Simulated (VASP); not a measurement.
# AlAs (F-43m) in VASP: further runs

AlAs is run at these levels: LDA; tasks: single point.

Everything below comes from runs of VASP 6.6.1. Logs are shortened: lines on timing, memory, paths and dates and some standing lists are left out, and cuts for length are marked.

**1. The cell of the first run**

Symmetry: F-43m, No. 216, cubic system. Conventional cell: a = 5.484 Å, b = 5.484 Å, c = 5.484 Å, α = 90.00°, β = 90.00°, γ = 90.00°. Within 3.1 Å of Al (site symmetry -43m) lie 4 As at 2.37 Å. As (site symmetry -43m) has 4 Al at 2.37 Å within 3.1 Å.

**2. Single point, LDA**

Contents of INCAR:

```
PREC     = Accurate       # precision mode
ENCUT    = 500            # plane-wave cutoff, eV
EDIFF    = 1E-6           # SCF threshold, eV
ISMEAR   = 0              # smearing method
SIGMA    = 0.01           # smearing width, eV
LREAL    = F              # projectors in reciprocal space
LASPH    = T              # aspherical terms in the spheres
NELM     = 120            # most SCF steps
ALGO     = Normal         # electronic algorithm
ISIF     = 2              # what is computed and relaxed
LWAVE    = F              # write WAVECAR
LCHARG   = F              # write CHGCAR
NBANDS   = 11             # bands
GGA_COMPAT= F
```

Contents of KPOINTS:

```
regular mesh
0
Gamma
  8 8 8
```

Contents of POSCAR:

```
AlAs
1.0
    2.7421903884      2.7421903884      0.0000000000
   -2.7421903884      2.7421903884      0.0000000000
    0.0000000000      2.7421903884      2.7421903884
Al As
1 1
Direct
    0.0000000000      0.0000000000      0.0000000000
    0.7500000000      0.2500000000      0.5000000000
```

Potentials or basis: VASP PAW LDA potentials, release 64 (Al, As).

Run with:

```
$ cat potpaw_LDA.64/Al/POTCAR potpaw_LDA.64/As/POTCAR > POTCAR
$ mpirun -np 1 vasp_std > vasp.out
```

OUTCAR:

```text
PREC = Accurate
   ENCUT = 500
   EDIFF = 1E-6
   ISMEAR = 0
   LREAL = F
   LASPH = T
   NELM = 120
   ISIF = 2

 ion  position               nearest neighbor table
   1  0.000  0.000  0.000-   2 2.37   2 2.37   2 2.37   2 2.37
   2  0.750  0.250  0.500-   1 2.37   1 2.37   1 2.37   1 2.37

  LATTYP: Found a face centered cubic cell.
 ALAT       =     5.4843807768

  Lattice vectors:

 A1 = (   0.0000000000,   2.7421903884,   2.7421903884)
 A2 = (   2.7421903884,   0.0000000000,   2.7421903884)
 A3 = (   2.7421903884,   2.7421903884,   0.0000000000)

Analysis of symmetry for initial positions (statically):
=====================================================================
 Subroutine PRICEL returns:
 Original cell was already a primitive cell.

 Routine SETGRP: Setting up the symmetry group for a
 face centered cubic supercell.

 Subroutine GETGRP returns: Found 24 space group operations
 (whereof 24 operations were pure point group operations)
 out of a pool of 48 trial point group operations.

The static configuration has the point symmetry T_d .

Analysis of symmetry for dynamics (positions and initial velocities):
=====================================================================
 Subroutine PRICEL returns:
 Original cell was already a primitive cell.

 Routine SETGRP: Setting up the symmetry group for a
 face centered cubic supercell.

 Subroutine GETGRP returns: Found 24 space group operations
 (whereof 24 operations were pure point group operations)
 out of a pool of 48 trial point group operations.

The dynamic configuration has the point symmetry T_d .

 Subroutine INISYM returns: Found 24 space group operations
 (whereof 24 operations are pure point group operations),
 and found     1 'primitive' translations

----------------------------------------------------------------------------------------

                                     Primitive cell

  volume of cell :      41.2404

  direct lattice vectors                    reciprocal lattice vectors
     2.742190388  2.742190388  0.000000000     0.182335990  0.182335990 -0.182335990
    -2.742190388  2.742190388  0.000000000    -0.182335990  0.182335990 -0.182335990
     0.000000000  2.742190388  2.742190388     0.000000000  0.000000000  0.364671981

  length of vectors
     3.878042838  3.878042838  3.878042838     0.315815199  0.315815199  0.364671981

  position of ions in fractional coordinates (direct lattice)
     0.000000000  0.000000000  0.000000000
     0.750000000  0.250000000  0.500000000

  ion indices of the primitive-cell ions
   primitive index   ion index
                 1           1
                 2           2

----------------------------------------------------------------------------------------

 KPOINTS: regular mesh

Automatic generation of k-mesh.
 Grid dimensions read from file:
 generate k-points for:    8    8    8

 Generating k-lattice:

  Cartesian coordinates                     Fractional coordinates (reciprocal lattice)
     0.022791999  0.022791999 -0.022791999     0.125000000  0.000000000  0.000000000
    -0.022791999  0.022791999 -0.022791999     0.000000000  0.125000000  0.000000000
     0.000000000  0.000000000  0.045583998     0.000000000  0.000000000  0.125000000

  Length of vectors
     0.039476900  0.039476900  0.045583998

  Shift w.r.t. Gamma in fractional coordinates (k-lattice)
     0.000000000  0.000000000  0.000000000

 Subroutine IBZKPT returns following result:
 ===========================================

 Found     29 irreducible k-points:

 Following reciprocal coordinates:
            Coordinates               Weight
  0.000000  0.000000  0.000000      1.000000
  0.125000  0.000000  0.000000      8.000000
  0.250000  0.000000  0.000000      8.000000
  0.375000  0.000000  0.000000      8.000000
  0.500000  0.000000  0.000000      4.000000
  0.125000  0.125000  0.000000     12.000000
[... 16 lines left out ...]
  0.375000  0.250000  0.125000     48.000000
  0.500000  0.250000  0.125000     24.000000
 [... further k-points ...]
   k-points           NKPTS =     29   k-points in BZ     NKDIM =     29   number of bands    NBANDS=     11
   number of dos      NEDOS =    301   number of ions     NIONS =      2
   total plane-waves  NPLWV =  21952
   dimension x,y,z NGX =    28 NGY =   28 NGZ =   28
   dimension x,y,z NGXF=    56 NGYF=   56 NGZF=   56
   ions per type =               1   1
   NGX,Y,Z   is equivalent  to a cutoff of  12.00, 12.00, 12.00 a.u.
   NGXF,Y,Z  is equivalent  to a cutoff of  24.01, 24.01, 24.01 a.u.
 SYSTEM =  unknown system
   PREC   = accura    normal or accurate (medium, high low for compatibility)
   ISTART =      0    job   : 0-new  1-cont  2-samecut
   ICHARG =      2    charge: 1-file 2-atom 10-const
   ISPIN  =      1    spin polarized calculation?
   LNONCOLLINEAR =      F non collinear calculations
   LSORBIT =      F    spin-orbit coupling
   LASPH  =      T    aspherical Exc in radial PAW
   ENCUT  =  500.0 eV  36.75 Ry    6.06 a.u.   7.07  7.07  7.07*2*pi/ulx,y,z
   NELM   =    120;   NELMIN=  2; NELMDL= -5     # of ELM steps
   EDIFF  = 0.1E-05   stopping-criterion for ELM
   LREAL  =      F    real-space projection
   EDIFFG = 0.1E-04   stopping-criterion for IOM
   NSW    =      0    number of steps for IOM
   IBRION =     -1    ionic relax: 0-MD 1-quasi-New 2-CG
   NFREE  =      0    steps in history (QN), initial steepest desc. (CG)
   ISIF   =      2    stress and relaxation
   ISYM   =      2    0-nonsym 1-usesym 2-fastsym
   POTIM  = 0.5000    time-step for ionic-motion
   TEBEG  =    0.0;   TEEND  =   0.0 temperature during run
   PSTRESS=    0.0 pullay stress
   NELECT =       8.0000    total number of electrons
   NUPDOWN=      -1.0000    fix difference up-down
   EMIN   =  10.00;   EMAX   =-10.00  energy-range for DOS
   EFERMI =   0.00;   METHOD = LEGACY
   ISMEAR =     0;   SIGMA  =   0.01  broadening in eV -4-tet -1-fermi 0-gaus
   EFERMI_NEDOS =   21; number of points for ismear=-14 and -15
   IALGO  =     38    algorithm
   IMIX   =      4    mixing-type and parameters
     AMIX     =   0.40;   BMIX     =  1.00
     AMIX_MAG =   1.60;   BMIX_MAG =  1.00
  volume/ion in A,a.u.               =      20.62       139.15
  Fermi-wavevector in a.u.,A,eV,Ry     =   0.947685  1.790864 12.219479  0.898106
  Thomas-Fermi vector in A             =   2.075802
   LORBIT       =      0    0 simple, 1 ext, 2 COOP (PROOUT), +10 PAW based schemes
   GGA     = CA    functional components
   LHFCALC =     F    Hartree Fock is set to
   AEXX    =    0.0000 exact exchange contribution
   IVDW    =     0    specifies the selected vdW correction
   LEPSILON=     F    determine dielectric tensor
   LRPA    =     F    only Hartree local field effects (RPA)
 non-spin polarized calculation
 Gauss-broadening in eV      SIGMA  =   0.01
  energy-cutoff  :      500.00
  volume of cell :       41.24
 maximum number of plane-waves:      1058
   NGX = 15   NGY = 15   NGZ = 15

 number of electron       8.0000001 magnetization

 Free energy of the ion-electron system (eV)
  ---------------------------------------------------
  ext. energy  EPLUGINS =         0.00000000
  ---------------------------------------------------
  free energy    TOTEN  =       -10.43693461 eV

  energy without entropy =      -10.43693461  energy(sigma->0) =      -10.43693461

 E-fermi :   4.7533     XC(G=0):  -9.6437

 val. band max:        4.6376640209   @ k =   0.0000   0.0000   0.0000
 cond. band min:       5.8028457555   @ k =   0.5000   0.5000   0.0000
 fundamental gap:      1.1651817346
 Fermi energy:         4.7532590658

 k-point     1 :       0.0000    0.0000    0.0000
  band No.  band energies     occupation
      1      -7.8165      2.00000
      2       4.6377      2.00000
      3       4.6377      2.00000
      4       4.6377      2.00000
      5       7.2931      0.00000
      6       9.0468      0.00000
      7       9.0468      0.00000
      8       9.0468      0.00000
      9      13.8151      0.00000
     10      13.8582      0.00000
     11      13.8582      0.00000

 k-point     2 :       0.1250    0.0000    0.0000
  band No.  band energies     occupation
      1      -7.6445      2.00000
      2       3.1656      2.00000
      3       4.4606      2.00000
      4       4.4606      2.00000
      5       7.8897      0.00000
      6       9.3536      0.00000
      7       9.3536      0.00000
      8       9.6074      0.00000
      9      13.1706      0.00000
     10      13.1706      0.00000
     11      14.5237      0.00000

 k-point     3 :       0.2500    0.0000    0.0000
  band No.  band energies     occupation
      1      -7.1628      2.00000
      2       1.0397      2.00000
      3       4.1156      2.00000
      4       4.1156      2.00000
      5       7.5446      0.00000
      6       9.6798      0.00000
      7       9.6798      0.00000
      8      11.5562      0.00000
      9      13.0771      0.00000
     10      13.0771      0.00000
     11      14.1677      0.00000

 k-point     4 :       0.3750    0.0000    0.0000
  band No.  band energies     occupation
      1      -6.5240      2.00000
      2      -0.6788      2.00000
      3       3.8434      2.00000
      4       3.8434      2.00000
      5       7.1651      0.00000
      6       9.4844      0.00000
      7       9.4844      0.00000
      8      12.4842      0.00000
      9      14.5201      0.00000
     10      14.5201      0.00000
     11      14.8947      0.00000
[... 239 lines left out ...]
 k-point    22 :       0.2500    0.2500    0.1250
  band No.  band energies     occupation
      1      -6.7567      2.00000
      2       0.6901      2.00000
      3       2.4599      2.00000
      4       3.5658      2.00000
      5       8.2591      0.00000
      6       9.2666      0.00000
      7       9.9667      0.00000
      8      11.4677      0.00000
      9      13.1574      0.00000
     10      15.4814      0.00000
     11      17.2608      0.00000

 k-point    23 :       0.3750    0.2500    0.1250
  band No.  band energies     occupation
      1      -6.1760      2.00000
      2      -0.4563      2.00000
      3       1.8331      2.00000
      4       3.1305      2.00000
      5       8.3872      0.00000
      6       9.2377      0.00000
      7      10.6311      0.00000
      8      11.7700      0.00000
      9      14.4025      0.00000
     10      15.5841      0.00000
     11      17.2229      0.00000

 k-point    24 :       0.5000    0.2500    0.1250
  band No.  band energies     occupation
      1      -5.8655      2.00000
      2      -1.0188      2.00000
      3       1.6828      2.00000
      4       2.9209      2.00000
      5       8.4053      0.00000
      6       8.9361      0.00000
      7      11.6348      0.00000
      8      12.5870      0.00000
      9      13.3153      0.00000
     10      15.9563      0.00000
     11      17.4316      0.00000

 [... further k-points ...]

------------------------ aborting loop because EDIFF is reached ----------------------------------------

  FORCE on cell =-STRESS in cart. coord.  units (eV):
  Direction    XX          YY          ZZ          XY          YZ          ZX
  --------------------------------------------------------------------------------------
  -------------------------------------------------------------------------------------
  Total        1.9217275      1.9217275      1.9217275      0.0000000      0.0000000      0.0000000
  in kB       74.6585548     74.6585548     74.6585548      0.0000000      0.0000000      0.0000000
  external PRESSURE =      74.6585548 kB  Pullay stress =       0.0000000 kB

 VOLUME and BASIS-vectors are now :
 -----------------------------------------------------------------------------
  energy-cutoff  :      500.00
  volume of cell :       41.24
      direct lattice vectors                 reciprocal lattice vectors
     2.742190388  2.742190388  0.000000000     0.182335990  0.182335990 -0.182335990
    -2.742190388  2.742190388  0.000000000    -0.182335990  0.182335990 -0.182335990
     0.000000000  2.742190388  2.742190388     0.000000000  0.000000000  0.364671981

 POSITION                                       TOTAL-FORCE (eV/Angst)
 -----------------------------------------------------------------------------------
      0.00000      0.00000      0.00000         0.000000      0.000000      0.000000
      1.37110      4.11329      1.37110        -0.000000     -0.000000      0.000000
 -----------------------------------------------------------------------------------
    total drift:                                0.000000      0.000000      0.000000

  FREE ENERGIE OF THE ION-ELECTRON SYSTEM (eV)
  ---------------------------------------------------
  free  energy   TOTEN  =       -10.4369346093 eV

  energy  without entropy=      -10.4369346093  energy(sigma->0) =      -10.43693461
```

Wall time 10 s (1 thread of Intel Xeon Platinum 8259CL at 2.50GHz (Skylake/Cascade Lake), shared host); peak memory 0.14 GiB.

What came out:

| Property | Result |
| --- | --- |
| Free energy | -10.4369 eV |
| Pressure | 7.5 GPa |
| Band gap on the k mesh | 1.17 eV, indirect (least direct gap 2.66 eV) |

A k mesh can miss the band edges. LDA gaps usually lie below the measured ones, often by a third to a half.

**3. Single point, LDA**

This run uses another cell than the first one, of 20.06 Å³/atom, 0.973 times its volume.

Contents of INCAR:

```
PREC = Accurate
ENCUT = 500
EDIFF = 1E-6
ISMEAR = 0
SIGMA = 0.01
LREAL = False
LASPH = True
NELM = 120
ALGO = Normal
ISIF = 2
LWAVE = False
LCHARG = False
GGA = CA
NBANDS = 11
GGA_COMPAT = False
```

Contents of KPOINTS:

```
Automatic mesh
0
Gamma
  8 8 8
```

Contents of POSCAR:

```
AlAs
1.0
    2.7171237246      2.7171237246      0.0000000000
   -2.7171237246      2.7171237246      0.0000000000
    0.0000000000      2.7171237246      2.7171237246
Al As
1 1
Direct
    0.0000000000      0.0000000000      0.0000000000
    0.7500000000      0.2500000000      0.5000000000
```

Potentials or basis: VASP PAW LDA potentials, release 64 (Al, As).

Run with:

```
$ cat potpaw_LDA.64/Al/POTCAR potpaw_LDA.64/As/POTCAR > POTCAR
$ mpirun -np 1 vasp_std > vasp.out
```

It took 9.6 s on 1 thread of Intel Xeon Platinum 8259CL at 2.50GHz (Skylake/Cascade Lake), shared host; peak memory 0.14 GiB.

The run converged. Its results:

| Item | Value |
| --- | --- |
| Free energy | -10.3741 eV |
| Pressure | 10.5 GPa |
| Band gap on the k mesh | 1.11 eV, indirect (least direct gap 2.89 eV) |

Levels at points of the mesh, in eV from the valence-band top:
```csv
k point,band 2,band 3,band 4,band 5,band 6,band 7
"(0.00, 0.00, 0.00)",0.00,0.00,0.00,2.89,4.46,4.46
"(0.50, 0.00, 0.00)",-6.18,-0.91,-0.91,2.50,4.71,4.71
"(0.50, 0.50, 0.00)",-5.90,-2.46,-2.46,1.11,2.19,11.15
```

A k mesh can miss the band edges.
